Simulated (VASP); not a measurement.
# LuNO (P-6m2) in VASP: notebook

LuNO is run at these levels: PBE; tasks: single point, relaxation of cell and atoms.

Everything below comes from runs of VASP 6.6.1. Logs are shortened: lines on timing, memory, paths and dates and some standing lists are left out, and cuts for length are marked.

**1. The cell of the first run**

Symmetry: P-6m2, No. 187, hexagonal system. Conventional cell: a = 3.581 Å, b = 3.581 Å, c = 3.032 Å, α = 90.00°, β = 90.00°, γ = 120.00°. Lu (site symmetry -6m2) has 6 O at 2.56 Å and 6 N at 2.56 Å and 2 Lu at 3.03 Å within 3.4 Å. Within 2.7 Å of N (site symmetry -6m2) lie 3 O at 2.07 Å and 6 Lu at 2.56 Å. Within 2.7 Å of O (site symmetry -6m2) lie 3 N at 2.07 Å and 6 Lu at 2.56 Å.

**2. Single point, PBE**

INCAR

```
PREC = Accurate
ENCUT = 520
EDIFF = 1E-6
ISMEAR = 0
SIGMA = 0.1
LREAL = False
LASPH = True
NELM = 80
ALGO = Normal
ISIF = 2
LWAVE = False
LCHARG = False
GGA = PE
NBANDS = 25
```

KPOINTS

```
regular mesh
0
Gamma
  6 6 6
```

POSCAR

```
LuNO
1.0
    3.5813535644     -0.0000000027      0.0000000000
   -1.7906767799      3.1015431681      0.0000000000
    0.0000000000      0.0000000000      3.0323708049
Lu N O
1 1 1
Direct
    0.3333333333      0.6666666667      0.0000000000
    0.0000000000      0.0000000000      0.5000000000
    0.6666666667      0.3333333333      0.5000000000
```

Potentials or basis: VASP PAW PBE potentials, release 64 (Lu, N, O).

Run with:

```sh
cat potpaw_PBE.64/Lu/POTCAR potpaw_PBE.64/N/POTCAR potpaw_PBE.64/O/POTCAR > POTCAR
mpirun -np 1 vasp_std > vasp.out
```

OUTCAR:

```text
PREC = Accurate
   ENCUT = 520
   EDIFF = 1E-6
   ISMEAR = 0
   LREAL = False
   LASPH = True
   NELM = 80
   ISIF = 2
   GGA = PE

 ion  position               nearest neighbor table
   1  0.333  0.667  0.000-   3 2.56   3 2.56   2 2.56   2 2.56   3 2.56   3 2.56   2 2.56   2 2.56
                             2 2.56   2 2.56   3 2.56   3 2.56
   2  0.000  0.000  0.500-   1 2.56   1 2.56   1 2.56   1 2.56   1 2.56   1 2.56
   3  0.667  0.333  0.500-   1 2.56   1 2.56   1 2.56   1 2.56   1 2.56   1 2.56

  LATTYP: Found a hexagonal cell.
 ALAT       =     3.5813535644
 C/A-ratio  =     0.8467108177

  Lattice vectors:

 A1 = (   3.5813535644,  -0.0000000027,   0.0000000000)
 A2 = (  -1.7906767799,   3.1015431681,   0.0000000000)
 A3 = (   0.0000000000,   0.0000000000,   3.0323708049)

Analysis of symmetry for initial positions (statically):
=====================================================================
 Subroutine PRICEL returns:
 Original cell was already a primitive cell.

 Routine SETGRP: Setting up the symmetry group for a
 hexagonal supercell.

 Subroutine GETGRP returns: Found 12 space group operations
 (whereof 12 operations were pure point group operations)
 out of a pool of 24 trial point group operations.

The static configuration has the point symmetry D_3h.

Analysis of symmetry for dynamics (positions and initial velocities):
=====================================================================
 Subroutine PRICEL returns:
 Original cell was already a primitive cell.

 Routine SETGRP: Setting up the symmetry group for a
 hexagonal supercell.

 Subroutine GETGRP returns: Found 12 space group operations
 (whereof 12 operations were pure point group operations)
 out of a pool of 24 trial point group operations.

The dynamic configuration has the point symmetry D_3h.

 Subroutine INISYM returns: Found 12 space group operations
 (whereof 12 operations are pure point group operations),
 and found     1 'primitive' translations

----------------------------------------------------------------------------------------

                                     Primitive cell

  volume of cell :      33.6827

  direct lattice vectors                    reciprocal lattice vectors
     3.581353564 -0.000000003  0.000000000     0.279224037  0.161210073  0.000000000
    -1.790676780  3.101543168  0.000000000     0.000000000  0.322420146  0.000000000
     0.000000000  0.000000000  3.032370805     0.000000000  0.000000000  0.329774973

  length of vectors
     3.581353564  3.581353564  3.032370805     0.322420146  0.322420146  0.329774973

  position of ions in fractional coordinates (direct lattice)
     0.333333333  0.666666667  0.000000000
     0.000000000  0.000000000  0.500000000
     0.666666667  0.333333333  0.500000000

  ion indices of the primitive-cell ions
   primitive index   ion index
                 1           1
                 2           2
                 3           3

----------------------------------------------------------------------------------------

 KPOINTS: regular mesh

Automatic generation of k-mesh.
 Grid dimensions read from file:
 generate k-points for:    6    6    6

 Generating k-lattice:

  Cartesian coordinates                     Fractional coordinates (reciprocal lattice)
     0.046537340  0.026868345  0.000000000     0.166666667  0.000000000  0.000000000
     0.000000000  0.053736691  0.000000000     0.000000000  0.166666667  0.000000000
     0.000000000  0.000000000  0.054962495     0.000000000  0.000000000  0.166666667

  Length of vectors
     0.053736691  0.053736691  0.054962495

  Shift w.r.t. Gamma in fractional coordinates (k-lattice)
     0.000000000  0.000000000  0.000000000

 Subroutine IBZKPT returns following result:
 ===========================================

 Found     28 irreducible k-points:

 Following reciprocal coordinates:
            Coordinates               Weight
  0.000000  0.000000  0.000000      1.000000
  0.166667  0.000000  0.000000      6.000000
  0.333333  0.000000  0.000000      6.000000
  0.500000  0.000000  0.000000      3.000000
  0.166667  0.166667  0.000000      6.000000
  0.333333  0.166667  0.000000     12.000000
[... 16 lines left out ...]
  0.166667  0.000000  0.500000      6.000000
  0.333333  0.000000  0.500000      6.000000
 [... further k-points ...]
   k-points           NKPTS =     28   k-points in BZ     NKDIM =     28   number of bands    NBANDS=     25
   number of dos      NEDOS =    301   number of ions     NIONS =      3
   total plane-waves  NPLWV =  18816
   dimension x,y,z NGX =    28 NGY =   28 NGZ =   24
   dimension x,y,z NGXF=    56 NGYF=   56 NGZF=   48
   ions per type =               1   1   1
   NGX,Y,Z   is equivalent  to a cutoff of  13.00, 13.00, 13.16 a.u.
   NGXF,Y,Z  is equivalent  to a cutoff of  26.00, 26.00, 26.32 a.u.
 SYSTEM =  unknown system
   PREC   = accura    normal or accurate (medium, high low for compatibility)
   ISTART =      0    job   : 0-new  1-cont  2-samecut
   ICHARG =      2    charge: 1-file 2-atom 10-const
   ISPIN  =      1    spin polarized calculation?
   LNONCOLLINEAR =      F non collinear calculations
   LSORBIT =      F    spin-orbit coupling
   LASPH  =      T    aspherical Exc in radial PAW
   ENCUT  =  520.0 eV  38.22 Ry    6.18 a.u.   6.66  6.66  5.64*2*pi/ulx,y,z
   NELM   =     80;   NELMIN=  2; NELMDL= -5     # of ELM steps
   EDIFF  = 0.1E-05   stopping-criterion for ELM
   LREAL  =      F    real-space projection
   EDIFFG = 0.1E-04   stopping-criterion for IOM
   NSW    =      0    number of steps for IOM
   IBRION =     -1    ionic relax: 0-MD 1-quasi-New 2-CG
   NFREE  =      0    steps in history (QN), initial steepest desc. (CG)
   ISIF   =      2    stress and relaxation
   ISYM   =      2    0-nonsym 1-usesym 2-fastsym
   POTIM  = 0.5000    time-step for ionic-motion
   TEBEG  =    0.0;   TEEND  =   0.0 temperature during run
   PSTRESS=    0.0 pullay stress
   NELECT =      36.0000    total number of electrons
   NUPDOWN=      -1.0000    fix difference up-down
   EMIN   =  10.00;   EMAX   =-10.00  energy-range for DOS
   EFERMI =   0.00;   METHOD = LEGACY
   ISMEAR =     0;   SIGMA  =   0.10  broadening in eV -4-tet -1-fermi 0-gaus
   EFERMI_NEDOS =   21; number of points for ismear=-14 and -15
   IALGO  =     38    algorithm
   IMIX   =      4    mixing-type and parameters
     AMIX     =   0.40;   BMIX     =  1.00
     AMIX_MAG =   1.60;   BMIX_MAG =  1.00
  volume/ion in A,a.u.               =      11.23        75.77
  Fermi-wavevector in a.u.,A,eV,Ry     =   1.673812  3.163045 38.118694  2.801645
  Thomas-Fermi vector in A             =   2.758717
   LORBIT       =      0    0 simple, 1 ext, 2 COOP (PROOUT), +10 PAW based schemes
   GGA     = PE    functional components
   LHFCALC =     F    Hartree Fock is set to
   AEXX    =    0.0000 exact exchange contribution
   IVDW    =     0    specifies the selected vdW correction
   LEPSILON=     F    determine dielectric tensor
   LRPA    =     F    only Hartree local field effects (RPA)
 non-spin polarized calculation
 Gauss-broadening in eV      SIGMA  =   0.10
  energy-cutoff  :      520.00
  volume of cell :       33.68
 maximum number of plane-waves:       935
 NGX is ok and might be reduce to    28
   NGX = 13   NGY = 13   NGZ = 11

 number of electron      36.0000005 magnetization

 Free energy of the ion-electron system (eV)
  ---------------------------------------------------
  ext. energy  EPLUGINS =         0.00000000
  ---------------------------------------------------
  free energy    TOTEN  =       -19.52251201 eV

  energy without entropy =      -19.51756850  energy(sigma->0) =      -19.52004026

 E-fermi :   4.5743     XC(G=0): -12.5949

 val. band max:        4.4653319411   @ k =   0.0000   0.0000   0.0000
 cond. band min:       4.5795728338   @ k =   0.3333   0.0000   0.3333
 fundamental gap:      0.1142408927
 Fermi energy:         4.5742582424

 k-point     1 :       0.0000    0.0000    0.0000
  band No.  band energies     occupation
      1     -51.2883      2.00000
      2     -21.8349      2.00000
      3     -21.8349      2.00000
      4     -21.6459      2.00000
      5     -15.0678      2.00000
      6      -7.5923      2.00000
[... 17 lines left out ...]
     24      11.1287      0.00000
     25      11.1287      0.00000

 k-point     2 :       0.1667    0.0000    0.0000
  band No.  band energies     occupation
      1     -51.2850      2.00000
      2     -21.9502      2.00000
      3     -21.8550      2.00000
      4     -21.6356      2.00000
      5     -14.8103      2.00000
      6      -8.0734      2.00000
[... 17 lines left out ...]
     24      10.9699      0.00000
     25      11.4457      0.00000

 k-point     3 :       0.3333    0.0000    0.0000
  band No.  band energies     occupation
      1     -51.2784      2.00000
      2     -22.1647      2.00000
      3     -21.8950      2.00000
      4     -21.6152      2.00000
      5     -14.2853      2.00000
      6      -8.8490      2.00000
[... 17 lines left out ...]
     24      11.7266      0.00000
     25      12.3088      0.00000

 k-point     4 :       0.5000    0.0000    0.0000
  band No.  band energies     occupation
      1     -51.2750      2.00000
      2     -22.2650      2.00000
      3     -21.9148      2.00000
      4     -21.6050      2.00000
      5     -14.0129      2.00000
      6      -9.1830      2.00000
[... 17 lines left out ...]
     24      12.8648      0.00000
     25      13.0837      0.00000
[... 477 lines left out ...]
 k-point    22 :       0.0000    0.0000    0.5000
  band No.  band energies     occupation
      1     -51.2329      2.00000
      2     -22.6969      2.00000
      3     -21.7265      2.00000
      4     -21.7265      2.00000
      5     -14.1371      2.00000
      6      -6.8682      2.00000
[... 17 lines left out ...]
     24      11.9673      0.00000
     25      15.0981      0.00000

 k-point    23 :       0.1667    0.0000    0.5000
  band No.  band energies     occupation
      1     -51.2299      2.00000
      2     -22.6519      2.00000
      3     -21.7996      2.00000
      4     -21.7424      2.00000
      5     -14.1319      2.00000
      6      -7.3694      2.00000
[... 17 lines left out ...]
     24      11.8363      0.00000
     25      15.6577      0.00000

 k-point    24 :       0.3333    0.0000    0.5000
  band No.  band energies     occupation
      1     -51.2239      2.00000
      2     -22.5601      2.00000
      3     -21.9418      2.00000
      4     -21.7738      2.00000
      5     -14.1016      2.00000
      6      -8.3011      2.00000
[... 17 lines left out ...]
     24      11.9021      0.00000
     25      16.0651      0.00000

 [... further k-points ...]
[... 5 lines left out ...]
  --------------------------------------------------------------------------------------
  -------------------------------------------------------------------------------------
  Total        0.1014635      0.1014635      0.1515591     -0.0000000      0.0000000      0.0000000
  in kB        4.8262856      4.8262856      7.2091716     -0.0000000      0.0000000      0.0000000
  external PRESSURE =       5.6205809 kB  Pullay stress =       0.0000000 kB

 VOLUME and BASIS-vectors are now :
 -----------------------------------------------------------------------------
  energy-cutoff  :      520.00
  volume of cell :       33.68
      direct lattice vectors                 reciprocal lattice vectors
     3.581353564 -0.000000003  0.000000000     0.279224037  0.161210073  0.000000000
    -1.790676780  3.101543168  0.000000000     0.000000000  0.322420146  0.000000000
     0.000000000  0.000000000  3.032370805     0.000000000  0.000000000  0.329774973

 POSITION                                       TOTAL-FORCE (eV/Angst)
 -----------------------------------------------------------------------------------
      0.00000      2.06770      0.00000         0.000000     -0.000000      0.000000
      0.00000      0.00000      1.51619         0.000000      0.000000      0.000000
      1.79068      1.03385      1.51619        -0.000000      0.000000      0.000000
 -----------------------------------------------------------------------------------
    total drift:                               -0.000000      0.000000     -0.000000

  FREE ENERGIE OF THE ION-ELECTRON SYSTEM (eV)
  ---------------------------------------------------
  free  energy   TOTEN  =       -19.5225120138 eV

  energy  without entropy=      -19.5175685006  energy(sigma->0) =      -19.52004026
```

Wall time 20 s (1 thread of Intel Xeon Platinum 8375C at 2.90GHz (Ice Lake), shared host); peak memory 0.17 GiB.

Results:

- Free energy: -19.5225 eV
- Pressure: 0.6 GPa
- Band gap on the k mesh: zero (band 18 reaches 4.84 eV, above the bottom of band 19 at 3.22 eV)

Caveat: spin-orbit coupling is left out, which moves the levels of the heavy elements.

**3. Relaxation of cell and atoms, PBE**

This run uses another cell than the first one, of 14.67 Å³/atom, 1.306 times its volume.

INCAR

```
SYSTEM = LuNO
PREC = Accurate
ENCUT = 600
EDIFF = 1E-6
ISMEAR = 0
SIGMA = 0.1
LREAL = .False.
LASPH = .True.
NELM = 60
ALGO = Normal
ISIF = 3
LWAVE = .False.
LCHARG = .False.
GGA = PE
IBRION = 2
NSW = 90
EDIFFG = -0.04
```

KPOINTS

```
regular mesh
0
Gamma
  6 6 6
  0 0 0
```

POSCAR

```
LuNO
1.0
    3.8713304300      0.0000000000      0.0000000000
   -1.9356652100      3.3526705000      0.0000000000
    0.0000000000      0.0000000000      3.3897148900
Lu N O
1 1 1
Direct
    0.3333333300      0.6666666700      0.0000000000
    0.0000000000      0.0000000000      0.5000000000
    0.6666666700      0.3333333300      0.5000000000
```

Potentials or basis: VASP PAW PBE potentials, release 64 (Lu, N, O).

Run with:

```sh
cat potpaw_PBE.64/Lu/POTCAR potpaw_PBE.64/N/POTCAR potpaw_PBE.64/O/POTCAR > POTCAR
mpirun -np 1 vasp_std > vasp.out
```

It took 2.5 min on 1 thread of Intel Xeon Platinum 8375C at 2.90GHz (Ice Lake), shared host; peak memory 0.22 GiB.

It converged, with:

```
Free energy                            : -19.5446 eV
Relaxed volume                         : 11.24 Å³/atom
Relaxed cell                           : a = 3.582 Å, b = 3.582 Å, c = 3.034 Å, α = 90.00°, β = 90.00°, γ = 120.00°
Space group after relaxing (to 0.05 Å) : P-6m2 (No. 187)
Energy gained by relaxing              : 323.5 meV/atom
Ionic steps                            : 7
Pressure after relaxing                : 0.1 GPa
Band gap on the k mesh                 : zero (band 18 reaches 4.83 eV, above the bottom of band 19 at 3.22 eV)
```

The path:
```
step  energy change (eV)  largest force (eV/Å)  pressure (GPa)  volume (Å³)
   1              0.0000                0.0000          -23.62        44.00
   2             -0.8923                0.0000           11.69        31.61
   3             -0.9685                0.0000            0.50        33.71
   4             -0.9683                0.0000           -0.43        33.90
   5             -0.9698                0.0000           -0.76        33.93
   6             -0.9703                0.0000           -0.69        33.92
   7             -0.9704                0.0000            0.06        33.71
```

Final structure:
```
Lu N O
1.0
     3.58179    0.00000    0.00000
    -1.79089    3.10192    0.00000
     0.00000    0.00000    3.03383
Lu N O
1 1 1
Direct
  0.33333 0.66667 0.00000
  0.00000 0.00000 0.50000
  0.66667 0.33333 0.50000
```

Levels at points of the mesh, in eV from the Fermi level:
```tsv
k point	band 16	band 17	band 18	band 19	band 20	band 21
(0.00, 0.00, 0.00)	-3.23	-0.11	-0.11	0.01	0.41	3.70
(0.50, 0.00, 0.00)	-3.53	-0.69	0.09	0.88	1.75	4.50
(0.00, 0.00, 0.50)	-3.89	-1.76	-1.76	-1.35	3.12	3.12
(0.50, 0.00, 0.50)	-3.71	-3.50	0.13	1.52	6.12	6.22
```

Caveat: the volume moved by over 15 % at a fixed basis, so the end points are rough; spin-orbit coupling is left out, which moves the levels of the heavy elements.
